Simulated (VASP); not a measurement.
The system is NiO.

```
Ni O
1.0
     2.50462    0.00000    0.00000
     0.00000    2.50462    0.00000
     0.00000    0.00000    2.50462
Ni O
1 1
Direct
  0.00000 0.00000 0.00000
  0.50000 0.50000 0.50000
```

Base run:

- Program: VASP 6.6.1
- Functional: PBE
- Dispersion: D3(BJ)
- Potentials or basis: VASP PAW PBE potentials, release 64 (Ni, O)
- Cutoff: 520 eV
- k mesh: 11 × 11 × 11
- Occupations: fermi-dirac, width 0.05 eV
- Spin: collinear spin, ferromagnetic start
- Starting moments: [1.0, 0.0] μB

Its results: pressure 19.2 GPa; net moment 0.73 μB per cell; site moments Ni +0.56; O +0.15 μB.

Problem. The run is repeated on the same cell with these changes: dispersion from D3(BJ) to none; moments at the start from [1.0, 0.0] to [-0.88, 0.0]. What comes out?

Solution. Pressure 25.1 GPa; net moment -0.71 μB per cell; site moments Ni -0.55; O -0.15 μB.

Caveats: a cell with one magnetic atom can't hold antiferromagnetic order, which such compounds often take; three body term missing (some runs); pairwise dispersion overbinds metals, which lowers pressure and volume (some runs).
